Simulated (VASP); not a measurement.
Here is a VASP 6.6.1 calculation.

Contents of INCAR:

```
  PREC = Accurate
  ENCUT = 520
  EDIFF = 1E-7
  ISMEAR = 0
  SIGMA = 0.1
  LREAL = F
  LASPH = T
  NELM = 150
  ALGO = Fast
  ISIF = 2
  LWAVE = F
  LCHARG = T
  ISPIN = 2
  MAGMOM = 0 0 0 1
  LORBIT = 11
  LMAXMIX = 4
  GGA = PE
  LELF = T
  LVHAR = T
  NBANDS = 36
```

The input KPOINTS:

```
Automatic mesh
0
Gamma
  6 6 2
```

File POSCAR:

```
Cu3Mo
1.0
    2.6387176596      0.0000000000      0.0000000000
   -1.3193588298      2.2851965266      0.0000000000
    0.0000000000      0.0000000000      8.6975776375
Cu Mo
3 1
Direct
    0.0000000000      0.0000000000      0.0000000000
    0.6666666667      0.3333333333      0.7608926105
    0.6666666667      0.3333333333      0.2391073895
    0.0000000000      0.0000000000      0.5000000000
```

Potentials or basis: VASP PAW PBE potentials, release 64 (Cu, Mo_sv).

Launch:

```console
$ cat potpaw_PBE.64/Cu/POTCAR potpaw_PBE.64/Mo_sv/POTCAR > POTCAR
$ mpirun -np 1 vasp_std > vasp.out
```

(1) What does it give for the pressure?

(2) What does it give for the net moment?

(3) Estimate the largest force.

Answers

(1) 0.9 GPa.

(2) 0.00 μB per cell.

(3) 0.006 eV/Å.

Caveat: the k points lie up to 0.46 Å⁻¹ apart.
